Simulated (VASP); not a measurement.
Here is a VASP 6.6.1 calculation.

The input INCAR:

```
ALGO = Normal
EDIFF = 1E-6
ENCUT = 600
GGA = PE
GGA_COMPAT = F
ISIF = 2
ISMEAR = 0
LASPH = T
LCHARG = F
LREAL = F
LWAVE = F
NBANDS = 24
NELM = 120
PREC = Accurate
SIGMA = 0.15
```

File KPOINTS:

```
k-points
0
Gamma
  3 3 3
```

File POSCAR:

```
KMgF3
1.0
    2.3903416729      1.3800644070      4.3094464863
   -2.3903416729      1.3800644070      4.3094464863
    0.0000000000     -2.7601288179      4.3094464850
K Mg F
1 1 3
Direct
    0.0000000000      0.0000000000      0.0000000000
    0.5000000000      0.5000000000      0.5000000000
    0.0000000000      0.0000000000      0.5000000000
    0.5000000000      0.0000000000      0.0000000000
    0.0000000000      0.5000000000      0.0000000000
```

Potentials or basis: VASP PAW PBE potentials, release 64 (K_sv, Mg, F).

Run with:

```console
$ cat potpaw_PBE.64/K_sv/POTCAR potpaw_PBE.64/Mg/POTCAR potpaw_PBE.64/F/POTCAR > POTCAR
$ mpirun -np 1 vasp_std > vasp.out
```

**Question.** Predict the pressure.

**Answer.** 0.1 GPa.

**Question.** Estimate the band gap on the k mesh.

**Answer.** 0.39 eV.

Stress tensor (GPa, compression positive):
```
0.11 0.00 0.00
0.00 0.11 0.00
0.00 0.00 0.03
```

Caveat: the k points lie up to 0.53 Å⁻¹ apart.
